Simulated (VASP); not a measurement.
Input of a VASP 6.6.1 run:

The input INCAR:

```
SYSTEM = NiSbO4
PREC = Accurate ; ENCUT = 520
EDIFF = 1E-6 ; ISMEAR = 0
SIGMA = 0.1 ; LREAL = .False.
LASPH = .True. ; NELM = 150
ALGO = Normal ; ISIF = 2
LWAVE = .False. ; LCHARG = .False.
ISPIN = 2 ; MAGMOM = 2 0 0 0 0 0
LORBIT = 11 ; LMAXMIX = 4
GGA = PE ; NBANDS = 32
```

Contents of KPOINTS:

```
regular mesh
0
Gamma
  4 4 4
  0 0 0
```

File POSCAR:

```
NiSbO4
1.0
    0.0000000000      3.3032490900      3.3032490900
    3.3032490900      0.0000000000      3.3032490900
    3.3032490900      3.3032490900      0.0000000000
Ni Sb O
1 1 4
Direct
    0.2500000000      0.2500000000      0.2500000000
    0.0000000000      0.0000000000      0.0000000000
    0.1239199600      0.6253600100      0.6253600100
    0.6253600100      0.1239199600      0.6253600100
    0.6253600100      0.6253600100      0.1239199600
    0.6253600100      0.6253600100      0.6253600100
```

Potentials or basis: VASP PAW PBE potentials, release 64 (Ni, Sb, O).

The run is started by

```sh
$ cat potpaw_PBE.64/Ni/POTCAR potpaw_PBE.64/Sb/POTCAR potpaw_PBE.64/O/POTCAR > POTCAR
$ mpirun -np 1 vasp_std > vasp.out
```

Question: Estimate the pressure.

Answer: -11.6 GPa.

Question: What does it give for the site moments?

Answer: Ni +0.72; Sb -0.04; O +0.11 μB.

Question: What does it give for the net moment?

Answer: 1.14 μB per cell.

Question: What does it give for the largest force?

Answer: 0.139 eV/Å.

Forces on the atoms (eV/Å):
```
Ni   0.000  0.000  0.000
Sb   0.000  0.000  0.000
O    0.080 -0.080 -0.080
O   -0.080  0.080 -0.080
O   -0.080 -0.080  0.080
O    0.080  0.080  0.080
```

Caveat: the k points lie up to 0.41 Å⁻¹ apart; a cell with one magnetic atom can't hold antiferromagnetic order, which such compounds often take.
